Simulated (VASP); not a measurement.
# Hg (Fd-3m) in VASP: a series of runs, part 2 of 2

VASP 6.6.1. Earlier steps stand in the parts before.

## (3) Single point, PBEsol (21.75 Å³/atom)

This run uses another cell than the first one, of 21.75 Å³/atom.

INCAR

```
SYSTEM = Hg
ALGO = Normal
EDIFF = 1E-6
ENCUT = 520
GGA = PS
ISIF = 2
ISMEAR = -1
LASPH = .True.
LCHARG = .False.
LREAL = .False.
LWAVE = .False.
NBANDS = 19
NELM = 100
PREC = Accurate
SIGMA = 0.05
```

KPOINTS

```
k-points
0
Gamma
  12 12 12
  0 0 0
```

POSCAR

```
Hg
1.0
    0.0000000000      2.7914226430      2.7914226430
    2.7914226430      0.0000000000      2.7914226430
    2.7914226430      2.7914226430      0.0000000000
Hg
2
Direct
   -0.1250000000     -0.1250000000     -0.1250000000
    0.1250000000      0.1250000000      0.1250000000
```

Potentials or basis: VASP PAW PBE potentials, release 64 (Hg).

Started as:

```bash
cat potpaw_PBE.64/Hg/POTCAR > POTCAR
mpirun -np 1 vasp_std > vasp.out
```

OUTCAR:

```text
SYSTEM = Hg
   EDIFF = 1E-6
   ENCUT = 520
   GGA = PS
   ISIF = 2
   ISMEAR = -1
   LASPH = .True.
   LREAL = .False.
   NELM = 100
   PREC = Accurate

 ion  position               nearest neighbor table
   1  0.875  0.875  0.875-   2 2.42   2 2.42   2 2.42   2 2.42
   2  0.125  0.125  0.125-   1 2.42   1 2.42   1 2.42   1 2.42

  LATTYP: Found a face centered cubic cell.
 ALAT       =     5.5828452860

  Lattice vectors:

 A1 = (   0.0000000000,   2.7914226430,   2.7914226430)
 A2 = (   2.7914226430,   0.0000000000,   2.7914226430)
 A3 = (   2.7914226430,   2.7914226430,   0.0000000000)

Analysis of symmetry for initial positions (statically):
=====================================================================
 Subroutine PRICEL returns:
 Original cell was already a primitive cell.

 Routine SETGRP: Setting up the symmetry group for a
 face centered cubic supercell.

 Subroutine GETGRP returns: Found 48 space group operations
 (whereof 12 operations were pure point group operations)
 out of a pool of 48 trial point group operations.

The static configuration has the point symmetry D_3d.
 The point group associated with its full space group is O_h .

[... 155 lines left out ...]
  ext. energy  EPLUGINS =         0.00000000
  ---------------------------------------------------
  free energy    TOTEN  =         1.95255843 eV

  energy without entropy =        1.96132236  energy(sigma->0) =        1.95694039

 E-fermi :   3.7218     XC(G=0): -11.1848

 val. band max:        3.7030306642   @ k =  -0.3333   0.5000   0.1667
 cond. band min:       3.7237799845   @ k =  -0.3333   0.3333   0.1667
 fundamental gap:      0.0207493203
 Fermi energy:         3.7217591356

 k-point     1 :       0.0000    0.0000    0.0000
  band No.  band energies     occupation
      1      -7.1613      2.00000
      2      -6.0652      2.00000
      3      -6.0652      2.00000
      4      -6.0652      2.00000
      5      -6.0598      2.00000
      6      -6.0598      2.00000
[... 505 lines left out ...]
      6      -5.2798      2.00000
[... 11 lines left out ...]
     18      16.6752      0.00000
     19      17.5468      0.00000

 [... further k-points ...]
[... 5 lines left out ...]
  --------------------------------------------------------------------------------------
  -------------------------------------------------------------------------------------
  Total       14.4155909     14.4155909     14.4155909     -0.0000000      0.0000000     -0.0000000
  in kB      530.9287514    530.9287514    530.9287514     -0.0000000      0.0000000     -0.0000000
  external PRESSURE =     530.9287514 kB  Pullay stress =       0.0000000 kB

 VOLUME and BASIS-vectors are now :
 -----------------------------------------------------------------------------
  energy-cutoff  :      520.00
  volume of cell :       43.50
      direct lattice vectors                 reciprocal lattice vectors
     0.000000000  2.791422643  2.791422643    -0.179120135  0.179120135  0.179120135
     2.791422643  0.000000000  2.791422643     0.179120135 -0.179120135  0.179120135
     2.791422643  2.791422643  0.000000000     0.179120135  0.179120135 -0.179120135

 POSITION                                       TOTAL-FORCE (eV/Angst)
 -----------------------------------------------------------------------------------
      4.88499      4.88499      4.88499        -0.000000      0.000000      0.000000
      0.69786      0.69786      0.69786         0.000000     -0.000000     -0.000000
 -----------------------------------------------------------------------------------
    total drift:                               -0.000000      0.000000      0.000000

  FREE ENERGIE OF THE ION-ELECTRON SYSTEM (eV)
  ---------------------------------------------------
  free  energy   TOTEN  =         1.9525584270 eV

  energy  without entropy=        1.9613223574  energy(sigma->0) =        1.95694039
```

OSZICAR:

```text
N       E                     dE             d eps       ncg     rms          rms(c)
DAV:   1     0.186842206954E+03    0.18684E+03   -0.12680E+04  2744   0.125E+03
DAV:   2     0.566892258547E+01   -0.18117E+03   -0.17432E+03  2855   0.328E+02
DAV:   3     0.171282039930E+01   -0.39561E+01   -0.39454E+01  3231   0.541E+01
DAV:   4     0.170518266643E+01   -0.76377E-02   -0.76368E-02  3038   0.227E+00
DAV:   5     0.170516622775E+01   -0.16439E-04   -0.16439E-04  3077   0.983E-02    0.194E+01
DAV:   6     0.190097000452E+01    0.19580E+00   -0.27559E-01  3242   0.564E+00    0.124E+01
DAV:   7     0.194899912770E+01    0.48029E-01   -0.99414E-02  3104   0.276E+00    0.146E+00
DAV:   8     0.195262013515E+01    0.36210E-02   -0.19980E-02  3008   0.171E+00    0.209E-01
DAV:   9     0.195257239973E+01   -0.47735E-04   -0.80756E-05  3030   0.798E-02    0.681E-02
DAV:  10     0.195255931607E+01   -0.13084E-04   -0.13545E-05  3085   0.286E-02    0.253E-02
DAV:  11     0.195255842705E+01   -0.88902E-06   -0.21184E-06  2492   0.167E-02
   1 F= 0.19525584E+01 E0= 0.19569404E+01  d E =-.876393E-02
```

Wall time 29 s (1 thread of AMD EPYC 9R45 (Zen 5), shared host); peak memory 0.17 GiB.

What came out:

```
Free energy            : 1.9526 eV
Pressure               : 53.1 GPa
Band gap on the k mesh : zero (bands 12 and 13 overlap by 8.70 eV)
```

Caveat: the cell stands under pressure; the PAW data sets were made with another functional, which shifts forces and pressure a little; spin-orbit coupling is left out, which moves the levels of the heavy elements.

## (4) Single point, PBEsol (21.75 Å³/atom)

This run uses another cell than the first one, of 21.75 Å³/atom.

INCAR

```
  PREC = Accurate
  ENCUT = 520
  EDIFF = 1E-7
  ISMEAR = -1
  SIGMA = 0.05
  LREAL = False
  LASPH = True
  NELM = 100
  ALGO = Normal
  ISIF = 2
  LWAVE = False
  LCHARG = True
  GGA = PS
  LELF = True
  LVHAR = True
  NBANDS = 19
```

KPOINTS

```
Automatic mesh
0
Gamma
  12 12 12
```

POSCAR is that of step 3.

Potentials or basis: VASP PAW PBE potentials, release 64 (Hg).

Started as:

```bash
cat potpaw_PBE.64/Hg/POTCAR > POTCAR
mpirun -np 1 vasp_std > vasp.out
```

OUTCAR:

```text
PREC = Accurate
   ENCUT = 520
   EDIFF = 1E-7
   ISMEAR = -1
   LREAL = False
   LASPH = True
   NELM = 100
   ISIF = 2
   GGA = PS

 ion  position               nearest neighbor table
   1  0.875  0.875  0.875-   2 2.42   2 2.42   2 2.42   2 2.42
   2  0.125  0.125  0.125-   1 2.42   1 2.42   1 2.42   1 2.42

  LATTYP: Found a face centered cubic cell.
 ALAT       =     5.5828452860

  Lattice vectors:

 A1 = (   0.0000000000,   2.7914226430,   2.7914226430)
 A2 = (   2.7914226430,   0.0000000000,   2.7914226430)
 A3 = (   2.7914226430,   2.7914226430,   0.0000000000)

Analysis of symmetry for initial positions (statically):
=====================================================================
 Subroutine PRICEL returns:
 Original cell was already a primitive cell.

 Routine SETGRP: Setting up the symmetry group for a
 face centered cubic supercell.

 Subroutine GETGRP returns: Found 48 space group operations
 (whereof 12 operations were pure point group operations)
 out of a pool of 48 trial point group operations.

The static configuration has the point symmetry D_3d.
[... 156 lines left out ...]
  ---------------------------------------------------
  ext. energy  EPLUGINS =         0.00000000
  ---------------------------------------------------
  free energy    TOTEN  =         1.95255871 eV

  energy without entropy =        1.96132229  energy(sigma->0) =        1.95694050

 E-fermi :   3.7215     XC(G=0): -11.1850

 val. band max:        3.7028441887   @ k =  -0.3333   0.5000   0.1667
 cond. band min:       3.7235529898   @ k =  -0.3333   0.3333   0.1667
 fundamental gap:      0.0207088011
 Fermi energy:         3.7215372140

 k-point     1 :       0.0000    0.0000    0.0000
  band No.  band energies     occupation
      1      -7.1615      2.00000
      2      -6.0656      2.00000
      3      -6.0656      2.00000
      4      -6.0656      2.00000
      5      -6.0603      2.00000
      6      -6.0603      2.00000
[... 505 lines left out ...]
      6      -5.2802      2.00000
[... 11 lines left out ...]
     18      16.6750      0.00000
     19      17.5467      0.00000

 [... further k-points ...]
[... 5 lines left out ...]
  --------------------------------------------------------------------------------------
  -------------------------------------------------------------------------------------
  Total       14.4278948     14.4278948     14.4278948      0.0000000     -0.0000000     -0.0000000
  in kB      531.3819078    531.3819078    531.3819078      0.0000000     -0.0000000     -0.0000000
  external PRESSURE =     531.3819078 kB  Pullay stress =       0.0000000 kB

 VOLUME and BASIS-vectors are now :
 -----------------------------------------------------------------------------
  energy-cutoff  :      520.00
  volume of cell :       43.50
      direct lattice vectors                 reciprocal lattice vectors
     0.000000000  2.791422643  2.791422643    -0.179120135  0.179120135  0.179120135
     2.791422643  0.000000000  2.791422643     0.179120135 -0.179120135  0.179120135
     2.791422643  2.791422643  0.000000000     0.179120135  0.179120135 -0.179120135

 POSITION                                       TOTAL-FORCE (eV/Angst)
 -----------------------------------------------------------------------------------
      4.88499      4.88499      4.88499         0.000000      0.000000      0.000000
      0.69786      0.69786      0.69786        -0.000000     -0.000000     -0.000000
 -----------------------------------------------------------------------------------
    total drift:                               -0.000000      0.000000      0.000000

  FREE ENERGIE OF THE ION-ELECTRON SYSTEM (eV)
  ---------------------------------------------------
  free  energy   TOTEN  =         1.9525587098 eV

  energy  without entropy=        1.9613222931  energy(sigma->0) =        1.95694050
```

OSZICAR:

```text
N       E                     dE             d eps       ncg     rms          rms(c)
DAV:   1     0.186842206954E+03    0.18684E+03   -0.12680E+04  2744   0.125E+03
DAV:   2     0.566892258547E+01   -0.18117E+03   -0.17432E+03  2855   0.328E+02
DAV:   3     0.171282039930E+01   -0.39561E+01   -0.39454E+01  3231   0.541E+01
DAV:   4     0.170518266643E+01   -0.76377E-02   -0.76368E-02  3038   0.227E+00
DAV:   5     0.170516622775E+01   -0.16439E-04   -0.16439E-04  3077   0.983E-02    0.194E+01
DAV:   6     0.190097000452E+01    0.19580E+00   -0.27559E-01  3242   0.564E+00    0.124E+01
DAV:   7     0.194899912770E+01    0.48029E-01   -0.99414E-02  3104   0.276E+00    0.146E+00
DAV:   8     0.195262013515E+01    0.36210E-02   -0.19980E-02  3008   0.171E+00    0.209E-01
DAV:   9     0.195257239973E+01   -0.47735E-04   -0.80756E-05  3030   0.798E-02    0.681E-02
DAV:  10     0.195255931607E+01   -0.13084E-04   -0.13545E-05  3085   0.286E-02    0.253E-02
DAV:  11     0.195255842565E+01   -0.89041E-06   -0.21333E-06  3088   0.167E-02    0.733E-03
DAV:  12     0.195255869761E+01    0.27195E-06   -0.34912E-07  2843   0.583E-03    0.120E-03
DAV:  13     0.195255870981E+01    0.12206E-07   -0.14771E-08  1590   0.125E-03
   1 F= 0.19525587E+01 E0= 0.19569405E+01  d E =-.876358E-02
```

Wall time 33 s (1 thread of AMD EPYC 9R45 (Zen 5), shared host); peak memory 0.17 GiB.

Results:

* Free energy: 1.9526 eV
* Pressure: 53.1 GPa
* Band gap on the k mesh: zero (bands 12 and 13 overlap by 8.70 eV)

Levels at points of the mesh, in eV from the Fermi level:
```tsv
k point	band 9	band 10	band 11	band 12	band 13	band 14	band 15	band 16
(0.00, 0.00, 0.00)	-7.27	-6.02	-6.02	7.76	8.30	8.30	8.30	8.34
(0.50, 0.00, 0.00)	-6.16	-6.16	-4.64	-4.40	4.73	4.73	7.81	7.88
(0.50, 0.50, 0.00)	-5.94	-5.94	-3.40	-3.40	0.89	0.89	6.07	6.07
```

Caveat: the cell stands under pressure; the PAW data sets were made with another functional, which shifts forces and pressure a little; spin-orbit coupling is left out, which moves the levels of the heavy elements.

## (5) Single point, PBEsol (25.38 Å³/atom)

This run uses another cell than the first one, of 25.38 Å³/atom.

INCAR

```
PREC = Accurate
ENCUT = 520
EDIFF = 1E-6
ISMEAR = -1
SIGMA = 0.05
LREAL = False
LASPH = True
NELM = 80
ALGO = Normal
ISIF = 2
LWAVE = False
LCHARG = True
GGA = PS
LELF = True
LVHAR = True
NBANDS = 19
```

KPOINTS is that of step 4.

POSCAR

```
Hg
1.0
    0.0000000000      2.9386048670      2.9386048670
    2.9386048670      0.0000000000      2.9386048670
    2.9386048670      2.9386048670      0.0000000000
Hg
2
Direct
   -0.1250000000     -0.1250000000     -0.1250000000
    0.1250000000      0.1250000000      0.1250000000
```

Started as:

```bash
cat potpaw_PBE.64/Hg/POTCAR > POTCAR
mpirun -np 1 vasp_std > vasp.out
```

Wall time 32 s (1 thread of AMD EPYC 9R45 (Zen 5), shared host); peak memory 0.18 GiB.

The run converged. Its results:

| Quantity | Value |
| --- | --- |
| Free energy | 0.3252 eV |
| Pressure | 22.7 GPa |
| Band gap on the k mesh | zero (bands 12 and 13 overlap by 7.10 eV) |

Levels at points of the mesh, in eV from the Fermi level:
```csv
k point,band 9,band 10,band 11,band 12,band 13,band 14,band 15,band 16
"(0.00, 0.00, 0.00)",-6.94,-6.06,-6.06,6.36,7.08,7.08,7.08,7.78
"(0.50, 0.00, 0.00)",-6.13,-6.13,-4.54,-4.00,4.12,4.12,6.26,7.75
"(0.50, 0.50, 0.00)",-5.96,-5.96,-3.48,-3.48,0.97,0.97,5.39,5.39
```

Caveat: the cell stands under pressure; the PAW data sets were made with another functional, which shifts forces and pressure a little; spin-orbit coupling is left out, which moves the levels of the heavy elements.

## (6) Single point, PBEsol (25.38 Å³/atom)

This run uses another cell than the first one, of 25.38 Å³/atom.

INCAR

```
SYSTEM = Hg
  PREC = Accurate
  ENCUT = 520
  EDIFF = 1E-6
  ISMEAR = -1
  SIGMA = 0.05
  LREAL = .FALSE.
  LASPH = .TRUE.
  NELM = 60
  ALGO = Normal
  ISIF = 2
  LWAVE = .FALSE.
  LCHARG = .FALSE.
  GGA = PS
  NBANDS = 19
```

KPOINTS

```
regular mesh
0
G
  12 12 12
  0 0 0
```

POSCAR is that of step 5.

Potentials or basis: VASP PAW PBE potentials, release 64 (Hg).

Started as:

```bash
cat potpaw_PBE.64/Hg/POTCAR > POTCAR
mpirun -np 1 vasp_std > vasp.out
```

Run time: 30 s. Hardware: 1 thread of AMD EPYC 9R45 (Zen 5), shared host; peak memory 0.18 GiB.

Results (log left out):

- Free energy: 0.3252 eV
- Pressure: 22.7 GPa
- Band gap on the k mesh: zero (bands 12 and 13 overlap by 7.10 eV)

Levels at points of the mesh, in eV from the Fermi level:
```tsv
k point	band 9	band 10	band 11	band 12	band 13	band 14	band 15	band 16
(0.00, 0.00, 0.00)	-6.94	-6.06	-6.06	6.36	7.08	7.08	7.08	7.78
(0.50, 0.00, 0.00)	-6.13	-6.13	-4.54	-4.00	4.12	4.12	6.26	7.75
(0.50, 0.50, 0.00)	-5.96	-5.96	-3.48	-3.48	0.97	0.97	5.39	5.39
```

Caveat: the cell stands under pressure; the PAW data sets were made with another functional, which shifts forces and pressure a little; spin-orbit coupling is left out, which moves the levels of the heavy elements.

## (7) Summary

| cell | gap on the mesh (eV) | pressure (GPa) |
| --- | --- | --- |
| a = 3.715 Å, angles 60.0°, 2 atoms | none | 124.2 |
| a = 3.948 Å, angles 60.0°, 2 atoms | none | 53.1 |
| a = 4.156 Å, angles 60.0°, 2 atoms | none | 22.7 |

Alike in all rows: task single point; level PBEsol; potentials or basis VASP PAW PBE potentials, release 64 (Hg); no spin polarisation; k mesh 12 × 12 × 12; cutoff (eV) 520; smearing fermi-dirac 0.05 eV.

Caveats: the cell stands under pressure; the PAW data sets were made with another functional, which shifts forces and pressure a little; spin-orbit coupling is left out, which moves the levels of the heavy elements.

Absolute energies hang on the potentials; compare differences alone.

The gap in the log of VASP goes by the Fermi energy; the results here count the filled bands.